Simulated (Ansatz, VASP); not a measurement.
One calculation of F, two programs

INCAR

```
SYSTEM = F
PREC     = Accurate       ! precision mode
ENCUT    = 520            ! plane-wave cutoff, eV
EDIFF    = 1E-7           ! SCF threshold, eV
ISMEAR   = 0              ! smearing method
SIGMA    = 0.05           ! smearing width, eV
LREAL    = .False.        ! projectors in reciprocal space
LASPH    = .True.         ! aspherical terms in the spheres
NELM     = 60             ! most SCF steps
ALGO     = Normal         ! electronic algorithm
ISIF     = 2              ! what is computed and relaxed
LWAVE    = .False.        ! write WAVECAR
LCHARG   = .False.        ! write CHGCAR
GGA      = PS             ! functional
NBANDS   = 22             ! bands
```

File KPOINTS:

```
regular mesh
0
Gamma
  4 4 2
  0 0 0
```

File POSCAR:

```
F
1.0
    3.1849756493     -1.8305146634     -0.2456527984
    3.1849756493      1.8305146634     -0.2456527984
   -2.3948583866      0.0000000000      7.3307098205
F
4
Direct
    0.0848459664      0.0848459664      0.0860117137
    0.9151540336      0.9151540336      0.9139882863
    0.5015719855      0.5015719855      0.5937195244
    0.4984280145      0.4984280145      0.4062804756
```

Input for Ansatz:

```yaml
crystal:
  lattice:
    - [3.1849756493, -1.8305146634, -0.2456527984]
    - [3.1849756493, 1.8305146634, -0.2456527984]
    - [-2.3948583866, 0.0, 7.3307098205]
  atoms:
    - { symbol: F, position: [0.0848459664, 0.0848459664, 0.0860117137] }
    - { symbol: F, position: [0.9151540336, 0.9151540336, 0.9139882863] }
    - { symbol: F, position: [0.5015719855, 0.5015719855, 0.5937195244] }
    - { symbol: F, position: [0.4984280145, 0.4984280145, 0.4062804756] }
basis:
  ecutwfc: 520.0
kpoints:
  mp_grid: { grid: [4, 4, 2] }
hamiltonian:
  xc: pbesol
scf:
  occupations: { method: gaussian, width: 0.05 }
output:
  forces: true
  stress: true
  eigenvalues: true
```

Alike in both runs: task single point; functional PBEsol; k mesh 4 × 4 × 2; occupations gaussian, width 0.05 eV; no spin polarisation.

|  | VASP | Ansatz |
| --- | --- | --- |
| version | VASP 6.6.1 | Ansatz 0.2.0 |
| potentials or method | VASP PAW PBE potentials, release 64 (F), cutoff 520 eV | scalar-relativistic, plane waves, PAW |
| valence electrons in the cell | 28 | 28 |

Ansatz gave:

```
gap on the k mesh at the Fermi level (eV)                     : 2.70
least direct gap on the mesh (eV)                             : 2.73
pressure (GPa)                                                : 0.5
traceless stress, the component that is largest in VASP (GPa) : 3.21
rms of the force components (eV/Å)                            : 0.961
```

**Question.** Which values does VASP return?

**Answer.** gap on the k mesh at the Fermi level (eV): 2.63; least direct gap on the mesh (eV): 2.67; pressure (GPa): 0.8; traceless stress, the component that is largest in VASP (GPa): 3.55; rms of the force components (eV/Å): 1.098.

VASP's potentials were made for PBE, not for PBEsol. Atom by atom the forces differ by 0.267 eV/Å (rms over components).

The k mesh is coarse, so the values compare programs but aren't converged.
